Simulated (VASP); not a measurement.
Write the native input for VASP 6.6.1 that does the following.

* Task: single point
* Functional: PBE
* Potentials or basis: VASP PAW PBE potentials, release 64 (Mn_pv, S)
* Cutoff: 520 eV
* k mesh: 4 × 4 × 3
* Occupations: gaussian, width 0.05 eV
* Spin: collinear spin, antiferromagnetic start
* Starting moments: [5.0, -5.0, 0.0, 0.0] μB
* Hubbard terms: Mn d U = 3.9 eV
* Dipole correction: no
* Further INCAR settings: ALGO = Normal; EDIFF = 1e-07; NBANDS = 31

The structure of MnS lies in POSCAR:

```
MnS
1.0
    0.0000000000      2.6543123046     -2.6543123046
    0.0000000000      2.6543123046      2.6543123046
    5.3086246092      0.0000000000      0.0000000000
Mn S
2 2
Direct
    0.0000000000      0.0000000000      0.0000000000
    0.5000000000      0.5000000000      0.5000000000
    0.0000000000      1.0000000000      0.5000000000
    0.5000000000      1.5000000000      1.0000000000
```

These files were run (other wordings do the same):

INCAR

```
  PREC = Accurate
  ENCUT = 520
  EDIFF = 1E-7
  ISMEAR = 0
  SIGMA = 0.05
  LREAL = F
  LASPH = T
  NELM = 150
  ALGO = Normal
  ISIF = 2
  LWAVE = F
  LCHARG = F
  ISPIN = 2
  MAGMOM = 5 -5 0 0
  LORBIT = 11
  LMAXMIX = 4
  LDAU = T
  LDAUTYPE = 2
  LDAUL = 2 -1
  LDAUU = 3.9 0
  LDAUJ = 0 0
  LDAUPRINT = 1
  GGA = PE
  NBANDS = 31
```

KPOINTS

```
Automatic mesh
0
Gamma
  4 4 3
```

Potentials or basis: VASP PAW PBE potentials, release 64 (Mn_pv, S).

Launch:

```sh
$ cat potpaw_PBE.64/Mn_pv/POTCAR potpaw_PBE.64/S/POTCAR > POTCAR
$ mpirun -np 1 vasp_std > vasp.out
```

It gave:

```yaml
Pressure: -1.0 GPa
Band_gap_on_the_k_mesh: 1.14 eV
Net_moment: 0.00 μB per cell
Site_moments: Mn +4.59, -4.59; S -0.03, +0.03 μB
Valence_electrons_inside_the_program's_atomic_spheres: Mn 11.24; S 3.76
```

Caveat: the antiferromagnetic order is the one typed at the start, and another may lie lower.

Run time: 58 s on 1 thread of Oxide Virtual Turin-like Processor (shared host), peak memory 0.18 GiB.
